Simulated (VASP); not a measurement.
# MgS (Niningerite) (Fm-3m) in VASP: a series of runs, part 2 of 2

VASP 6.6.1.

## Step 4: Single point, BLYP

Input file INCAR:

```
SYSTEM = MgS
PREC = Accurate
ENCUT = 520
EDIFF = 1E-6
ISMEAR = -1
SIGMA = 0.05
LREAL = .False.
LASPH = .True.
NELM = 60
ALGO = Normal
ISIF = 2
LWAVE = .False.
LCHARG = .False.
GGA = B5
ALDAX = 1.0
AGGAX = 1.0
AGGAC = 1.0
ALDAC = 0.0
NBANDS = 11
```

Input file KPOINTS:

```
regular mesh
0
Gamma
  5 5 5
  0 0 0
```

Input file POSCAR:

```
MgS
1.0
    0.0000000000      2.6016500000      2.6016500000
    2.6016500000      0.0000000000      2.6016500000
    2.6016500000      2.6016500000      0.0000000000
S Mg
1 1
Direct
    0.5000000000      0.5000000000      0.5000000000
    0.0000000000      0.0000000000      0.0000000000
```

Potentials or basis: VASP PAW PBE potentials, release 64 (S, Mg).

Started as:

```
> cat potpaw_PBE.64/S/POTCAR potpaw_PBE.64/Mg/POTCAR > POTCAR
> mpirun -np 1 vasp_std > vasp.out
```

OUTCAR:

```text
SYSTEM = MgS
   PREC = Accurate
   ENCUT = 520
   EDIFF = 1E-6
   ISMEAR = -1
   LREAL = .False.
   LASPH = .True.
   NELM = 60
   ISIF = 2
   GGA = B5

 ion  position               nearest neighbor table
   1  0.500  0.500  0.500-   2 2.60   2 2.60   2 2.60   2 2.60   2 2.60   2 2.60
   2  0.000  0.000  0.000-   1 2.60   1 2.60   1 2.60   1 2.60   1 2.60   1 2.60

  LATTYP: Found a face centered cubic cell.
 ALAT       =     5.2033000000

  Lattice vectors:

 A1 = (   0.0000000000,   2.6016500000,   2.6016500000)
 A2 = (   2.6016500000,   0.0000000000,   2.6016500000)
 A3 = (   2.6016500000,   2.6016500000,   0.0000000000)

Analysis of symmetry for initial positions (statically):
[... 33 lines left out ...]
                                     Primitive cell

  volume of cell :      35.2190

  direct lattice vectors                    reciprocal lattice vectors
     0.000000000  2.601650000  2.601650000    -0.192185728  0.192185728  0.192185728
     2.601650000  0.000000000  2.601650000     0.192185728 -0.192185728  0.192185728
     2.601650000  2.601650000  0.000000000     0.192185728  0.192185728 -0.192185728

  length of vectors
     3.679288715  3.679288715  3.679288715     0.332875446  0.332875446  0.332875446

  position of ions in fractional coordinates (direct lattice)
[... 8 lines left out ...]
----------------------------------------------------------------------------------------

 KPOINTS: regular mesh

Automatic generation of k-mesh.
 Grid dimensions read from file:
 generate k-points for:    5    5    5

 Generating k-lattice:

  Cartesian coordinates                     Fractional coordinates (reciprocal lattice)
    -0.038437146  0.038437146  0.038437146     0.200000000  0.000000000  0.000000000
     0.038437146 -0.038437146  0.038437146     0.000000000  0.200000000  0.000000000
     0.038437146  0.038437146 -0.038437146     0.000000000  0.000000000  0.200000000

  Length of vectors
     0.066575089  0.066575089  0.066575089

  Shift w.r.t. Gamma in fractional coordinates (k-lattice)
     0.000000000  0.000000000  0.000000000

[... 59 lines left out ...]
   LORBIT       =      0    0 simple, 1 ext, 2 COOP (PROOUT), +10 PAW based schemes
   GGA     = B5    functional components
   LHFCALC =     F    Hartree Fock is set to
   AEXX    =    0.0000 exact exchange contribution
   IVDW    =     0    specifies the selected vdW correction
   LEPSILON=     F    determine dielectric tensor
   LRPA    =     F    only Hartree local field effects (RPA)
 non-spin polarized calculation
  energy-cutoff  :      520.00
  volume of cell :       35.22
 maximum number of plane-waves:       962
   NGX = 13   NGY = 13   NGZ = 13

 number of electron       8.0000000 magnetization

 Free energy of the ion-electron system (eV)
  ---------------------------------------------------
  ext. energy  EPLUGINS =         0.00000000
  ---------------------------------------------------
  free energy    TOTEN  =        -7.47592444 eV

  energy without entropy =       -7.47592444  energy(sigma->0) =       -7.47592444

 E-fermi :   5.1825     XC(G=0):  -9.1174

 val. band max:        4.1124151359   @ k =   0.0000   0.0000   0.0000
 cond. band min:       7.3544464210   @ k =   0.4000   0.4000   0.0000
 fundamental gap:      3.2420312851
 Fermi energy:         5.1824769019

 k-point     1 :       0.0000    0.0000    0.0000
  band No.  band energies     occupation
      1      -8.4846      2.00000
      2       4.1124      2.00000
      3       4.1124      2.00000
      4       4.1124      2.00000
      5       7.9935      0.00000
      6      12.2498      0.00000
      7      12.2498      0.00000
      8      12.2498      0.00000
      9      14.5022      0.00000
     10      14.5022      0.00000
     11      17.2362      0.00000
[... 113 lines left out ...]
 k-point    10 :      -0.4000    0.4000    0.2000
  band No.  band energies     occupation
      1      -6.9318      2.00000
      2       0.4887      2.00000
      3       1.5065      2.00000
      4       2.3936      2.00000
      5       9.2746      0.00000
      6      11.3834      0.00000
      7      11.7901      0.00000
      8      14.0968      0.00000
      9      17.0440      0.00000
     10      17.9285      0.00000
     11      20.5355      0.00000

------------------------ aborting loop because EDIFF is reached ----------------------------------------

  FORCE on cell =-STRESS in cart. coord.  units (eV):
  Direction    XX          YY          ZZ          XY          YZ          ZX
  --------------------------------------------------------------------------------------
  -------------------------------------------------------------------------------------
  Total        0.7798743      0.7798743      0.7798743     -0.0000000      0.0000000      0.0000000
  in kB       35.4779570     35.4779570     35.4779570     -0.0000000      0.0000000      0.0000000
  external PRESSURE =      35.4779570 kB  Pullay stress =       0.0000000 kB

 VOLUME and BASIS-vectors are now :
 -----------------------------------------------------------------------------
  energy-cutoff  :      520.00
  volume of cell :       35.22
      direct lattice vectors                 reciprocal lattice vectors
     0.000000000  2.601650000  2.601650000    -0.192185728  0.192185728  0.192185728
     2.601650000  0.000000000  2.601650000     0.192185728 -0.192185728  0.192185728
     2.601650000  2.601650000  0.000000000     0.192185728  0.192185728 -0.192185728

 POSITION                                       TOTAL-FORCE (eV/Angst)
 -----------------------------------------------------------------------------------
      2.60165      2.60165      2.60165        -0.000000     -0.000000      0.000000
      0.00000      0.00000      0.00000         0.000000      0.000000     -0.000000
 -----------------------------------------------------------------------------------
    total drift:                                0.000000      0.000000      0.000000

  FREE ENERGIE OF THE ION-ELECTRON SYSTEM (eV)
  ---------------------------------------------------
  free  energy   TOTEN  =        -7.4759244383 eV

  energy  without entropy=       -7.4759244383  energy(sigma->0) =       -7.47592444
```

OSZICAR:

```text
N       E                     dE             d eps       ncg     rms          rms(c)
DAV:   1     0.227697474868E+02    0.22770E+02   -0.36479E+03   220   0.593E+02
DAV:   2    -0.666587094086E+01   -0.29436E+02   -0.27542E+02   292   0.101E+02
DAV:   3    -0.800209859595E+01   -0.13362E+01   -0.13344E+01   262   0.232E+01
DAV:   4    -0.800998455050E+01   -0.78860E-02   -0.78854E-02   261   0.223E+00
DAV:   5    -0.801005379698E+01   -0.69246E-04   -0.69246E-04   264   0.205E-01    0.418E+00
DAV:   6    -0.751235207728E+01    0.49770E+00   -0.11873E+00   241   0.436E+00    0.342E+00
DAV:   7    -0.747292832161E+01    0.39424E-01   -0.27754E-01   250   0.235E+00    0.286E+00
DAV:   8    -0.747656747027E+01   -0.36391E-02   -0.21894E-02   226   0.107E+00    0.175E+00
DAV:   9    -0.747588450882E+01    0.68296E-03   -0.25786E-03   250   0.311E-01    0.333E-01
DAV:  10    -0.747591948061E+01   -0.34972E-04   -0.17287E-04   247   0.713E-02    0.400E-02
DAV:  11    -0.747592439289E+01   -0.49123E-05   -0.12467E-05   250   0.212E-02    0.167E-02
DAV:  12    -0.747592443830E+01   -0.45407E-07   -0.29081E-07   136   0.347E-03
   1 F= -.74759244E+01 E0= -.74759244E+01  d E =-.295212E-10
```

stdout:

```text
POSCAR found type information on POSCAR S Mg
 POSCAR found :  2 types and       2 ions
 scaLAPACK will be used
 -----------------------------------------------------------------------------
|                                                                             |
|                                                                             |
|     You enforced a specific xc type in the INCAR file but a different       |
|     I HOPE YOU KNOW WHAT YOU ARE DOING!                                     |
|                                                                             |
 -----------------------------------------------------------------------------

 LDA part: xc-table for (Slater(with rela. corr.)+VWN5), standard interpolation
 POSCAR, INCAR and KPOINTS ok, starting setup
 FFT: planning ... GRIDC
 FFT: planning ... GRID_SOFT
 FFT: planning ... GRID
 WAVECAR not read
 entering main loop
```

Run time: 12 s. Hardware: 1 thread of Intel Xeon Platinum 8375C at 2.90GHz (Ice Lake), shared host; peak memory 0.15 GiB.

What came out:

```yaml
Free_energy: -7.4759 eV
Pressure: 3.5 GPa
Band_gap_on_the_k_mesh: 3.24 eV, indirect (least direct gap 3.88 eV)
```

Caveat: the PAW data sets were made with another functional, which shifts forces and pressure a little.

## Step 5: Single point, r2SCAN

POSCAR is that of step 4.

Input file INCAR.step1:

```
PREC = Accurate
ENCUT = 520
ISMEAR = -1
SIGMA = 0.05
LREAL = False
LASPH = True
NELM = 80
NBANDS = 11
GGA = PE
ALGO = Normal
EDIFF = 1E-4
LWAVE = True
LCHARG = False
```

Input file INCAR.step2:

```
PREC = Accurate
ENCUT = 520
EDIFF = 1E-6
ISMEAR = -1
SIGMA = 0.05
LREAL = False
LASPH = True
NELM = 80
ALGO = Normal
ISIF = 2
LWAVE = False
LCHARG = False
METAGGA = R2SCAN
LMIXTAU = True
NBANDS = 11
ISTART = 1
```

Input file KPOINTS:

```
regular mesh
0
Gamma
  5 5 5
```

Potentials or basis: VASP PAW PBE potentials, release 64 (S, Mg).

Started as:

```
> cat potpaw_PBE.64/S/POTCAR potpaw_PBE.64/Mg/POTCAR > POTCAR
> cp INCAR.step1 INCAR
> mpirun -np 1 vasp_std > vasp.out
> cp INCAR.step2 INCAR
> mpirun -np 1 vasp_std > vasp.out
```

OUTCAR:

```text
PREC = Accurate
   ENCUT = 520
   EDIFF = 1E-6
   ISMEAR = -1
   LREAL = False
   LASPH = True
   NELM = 80
   ISIF = 2
   METAGGA = R2SCAN
   ISTART = 1

 ion  position               nearest neighbor table
   1  0.500  0.500  0.500-   2 2.60   2 2.60   2 2.60   2 2.60   2 2.60   2 2.60
   2  0.000  0.000  0.000-   1 2.60   1 2.60   1 2.60   1 2.60   1 2.60   1 2.60

  LATTYP: Found a face centered cubic cell.
 ALAT       =     5.2033000000

  Lattice vectors:
[... 308 lines left out ...]
     11      20.9956      0.00000

------------------------ aborting loop because EDIFF is reached ----------------------------------------

  FORCE on cell =-STRESS in cart. coord.  units (eV):
  Direction    XX          YY          ZZ          XY          YZ          ZX
  --------------------------------------------------------------------------------------
  -------------------------------------------------------------------------------------
  Total       -0.0866474     -0.0866474     -0.0866474      0.0000000     -0.0000000      0.0000000
  in kB       -3.9417528     -3.9417528     -3.9417528      0.0000000     -0.0000000      0.0000000
  external PRESSURE =      -3.9417528 kB  Pullay stress =       0.0000000 kB

 VOLUME and BASIS-vectors are now :
 -----------------------------------------------------------------------------
  energy-cutoff  :      520.00
  volume of cell :       35.22
      direct lattice vectors                 reciprocal lattice vectors
     0.000000000  2.601650000  2.601650000    -0.192185728  0.192185728  0.192185728
     2.601650000  0.000000000  2.601650000     0.192185728 -0.192185728  0.192185728
     2.601650000  2.601650000  0.000000000     0.192185728  0.192185728 -0.192185728

 POSITION                                       TOTAL-FORCE (eV/Angst)
 -----------------------------------------------------------------------------------
      2.60165      2.60165      2.60165        -0.000000     -0.000000     -0.000000
      0.00000      0.00000      0.00000         0.000000      0.000000      0.000000
 -----------------------------------------------------------------------------------
    total drift:                                0.000000      0.000000      0.000000

  FREE ENERGIE OF THE ION-ELECTRON SYSTEM (eV)
  ---------------------------------------------------
  free  energy   TOTEN  =       -15.5019019860 eV

  energy  without entropy=      -15.5019019859  energy(sigma->0) =      -15.50190199
```

Wall time 26 s (1 thread of Intel Xeon Platinum 8375C at 2.90GHz (Ice Lake), shared host); peak memory 0.16 GiB.

What came out:

| Property | Result |
| --- | --- |
| Free energy | -15.5019 eV |
| Pressure | -0.4 GPa |
| Band gap on the k mesh | 3.85 eV, indirect (least direct gap 4.61 eV) |

Levels at points of the mesh, in eV from the valence-band top:
```csv
k point,band 1,band 2,band 3,band 4,band 5,band 6,band 7,band 8
"(0.00, 0.00, 0.00)",-13.18,0.00,0.00,0.00,4.61,8.53,8.53,8.53
```

Caveat: the PAW data sets were made with another functional, which shifts forces and pressure a little. A k mesh can miss the band edges.

## Step 6: Single point, r2SCAN-based global hybrid

POSCAR is that of step 5.

Input file INCAR.step1:

```
SYSTEM = MgS
  PREC = Accurate
  ENCUT = 520
  EDIFF = 1E-5
  ISMEAR = -1
  SIGMA = 0.05
  LREAL = .FALSE.
  LASPH = .TRUE.
  NELM = 100
  ALGO = Normal
  ISIF = 2
  LWAVE = .TRUE.
  LCHARG = .FALSE.
  NBANDS = 11
  GGA = PE
```

Input file INCAR.step2:

```
SYSTEM = MgS
  PREC = Accurate
  ENCUT = 520
  EDIFF = 1E-6
  ISMEAR = -1
  SIGMA = 0.05
  LREAL = .FALSE.
  LASPH = .TRUE.
  NELM = 100
  ALGO = Normal
  ISIF = 2
  LWAVE = .FALSE.
  LCHARG = .FALSE.
  METAGGA = R2SCAN
  LHFCALC = .TRUE.
  AEXX = 0.15
  LMIXTAU = .TRUE.
  PRECFOCK = Normal
  NBANDS = 11
  ISTART = 1
```

Input file KPOINTS:

```
regular mesh
0
G
  5 5 5
  0 0 0
```

Potentials or basis: VASP PAW PBE potentials, release 64 (S, Mg).

Started as:

```
> cat potpaw_PBE.64/S/POTCAR potpaw_PBE.64/Mg/POTCAR > POTCAR
> cp INCAR.step1 INCAR
> mpirun -np 1 vasp_std > vasp.out
> cp INCAR.step2 INCAR
> mpirun -np 1 vasp_std > vasp.out
```

Run time: 5.9 min. Hardware: 1 thread of Intel Xeon Platinum 8375C at 2.90GHz (Ice Lake), shared host; peak memory 0.17 GiB.

It converged, with:

| Quantity | Value |
| --- | --- |
| Free energy | -15.5998 eV |
| Pressure | -0.9 GPa |
| Band gap on the k mesh | 4.75 eV, indirect (least direct gap 5.49 eV) |

Levels at points of the mesh, in eV from the valence-band top:
```
           k point  band 1  band 2  band 3  band 4  band 5  band 6  band 7  band 8  band 9
(0.00, 0.00, 0.00)  -13.86    0.00    0.00    0.00    5.49    9.55    9.55    9.55   12.08
```

Caveat: the PAW data sets were made with another functional, which shifts forces and pressure a little. A k mesh can miss the band edges.

## Step 7: Summary

| level | grid for exact exchange (PRECFOCK) | share of exact exchange | gap on the mesh (eV) | pressure (GPa) |
| --- | --- | --- | --- | --- |
| RPBE | - | - | 3.32 | 3.1 |
| revPBE | - | - | 3.30 | 2.6 |
| BLYP | - | - | 3.24 | 3.5 |
| r2SCAN | - | - | 3.85 | -0.4 |
| r2SCAN-based global hybrid | Normal | 0.15 | 4.75 | -0.9 |

Alike in all rows: task single point; potentials or basis VASP PAW PBE potentials, release 64 (S, Mg); no spin polarisation; cell as given; k mesh 5 × 5 × 5; cutoff (eV) 520; smearing fermi-dirac 0.05 eV.

On the cell as given the gap runs from 3.24 eV (BLYP) to 4.75 eV (r2SCAN-based global hybrid). The pressure there spans -0.9 GPa (r2SCAN-based global hybrid) to 3.5 GPa (BLYP); a positive pressure means that this level wants a larger cell, a negative one a smaller.

Caveats: the PAW data sets were made with another functional, which shifts forces and pressure a little.

Total energies depend on the potentials used, so only differences within one code and one set of settings carry meaning.
